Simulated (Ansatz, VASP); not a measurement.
Ge in VASP and in Ansatz

Contents of POSCAR:

```
Ge
1.0
   -1.6084200000      1.6084200000      1.8731800000
    1.6084200000     -1.6084200000      1.8731800000
    1.6084200000      1.6084200000     -1.8731800000
Ge
1
Direct
    0.5000000000      0.5000000000      0.0000000000
```

INCAR.step1

```
SYSTEM = Ge
  PREC = Accurate
  ENCUT = 520
  ISMEAR = -1
  SIGMA = 0.05
  LREAL = .False.
  LASPH = .True.
  NELM = 150
  MAGMOM = 0 0 0
  LSORBIT = .True.
  GGA_COMPAT = .False.
  NBANDS = 25
  GGA = PE
  ALGO = Normal
  EDIFF = 1E-4
  LWAVE = .True.
  LCHARG = .False.
```

Contents of INCAR.step2:

```
SYSTEM = Ge
  PREC = Accurate
  ENCUT = 520
  EDIFF = 1E-6
  ISMEAR = -1
  SIGMA = 0.05
  LREAL = .False.
  LASPH = .True.
  NELM = 150
  ALGO = Normal
  ISIF = 2
  LWAVE = .False.
  LCHARG = .False.
  MAGMOM = 0 0 0
  LORBIT = 11
  LSORBIT = .True.
  GGA_COMPAT = .False.
  LORBMOM = .True.
  METAGGA = R2SCAN
  LMIXTAU = .True.
  NBANDS = 25
  ISTART = 1
```

Contents of KPOINTS:

```
regular mesh
0
Gamma
  9 9 9
  0 0 0
```

File input.yaml:

```yaml
crystal:
  lattice:
    - [-1.60842, 1.60842, 1.87318]
    - [1.60842, -1.60842, 1.87318]
    - [1.60842, 1.60842, -1.87318]
  atoms:
    - { symbol: Ge, position: [0.5, 0.5, 0.0] }
hamiltonian:
  xc: r2scan
  pseudopotentials: { kind: paw_fr }
magnetization:
  noncollinear: true
  spin_orbit: true
kpoints:
  mp_grid: { grid: [9, 9, 9] }
  band_path:
    path:
      - [[0.0, 0.0, 0.0], [0.0, 0.0, 0.5], [-0.3686463256, 0.3686463256, 0.5], [-0.4343231628, 0.4343231628, 0.4343231628], [0.0, 0.0, 0.0], [0.5, 0.5, -0.5], [0.4343231628, 0.5656768372, -0.4343231628], [0.0, 0.5, 0.0], [0.25, 0.25, 0.25], [0.5, 0.5, -0.3686463256], [0.5, 0.5, -0.5]]
      - [[0.0, 0.0, 0.5], [0.25, 0.25, 0.25]]
    npoints: 14
scf:
  occupations: { method: fermi_dirac, width: 0.05 }
  n_extra_bands: 6
output:
  forces: true
  stress: true
  eigenvalues: true
  fatbands: true
  write_density: true
  write_potential: true
  elf: true
  volumetric_format: npy
```

Alike in both runs: functional r2SCAN; k mesh 9 × 9 × 9; occupations fermi-dirac, width 0.05 eV; non-collinear spin, spin-orbit coupling.

|  | VASP | Ansatz |
| --- | --- | --- |
| version | VASP 6.6.1 | Ansatz 0.2.0 |
| potentials or method | VASP PAW PBE potentials, release 64 (Ge_d) | Ansatz PAW |
| plane-wave cutoff (eV) | 520 | 500 |
| valence electrons in the cell | 14 | 14 |
| task | single point | band structure |

Ansatz gave:

```
pressure (GPa)                                                : -2.3
traceless stress, the component that is largest in VASP (GPa) : -2.20
net moment per atom (μB)                                      : 0.00
```

Question: Estimate VASP's values.

Answer: Pressure (GPa): -2.4; traceless stress, the component that is largest in VASP (GPa): -2.19; net moment per atom (μB): 0.00.

VASP's potentials were made for PBE, not for r2SCAN.
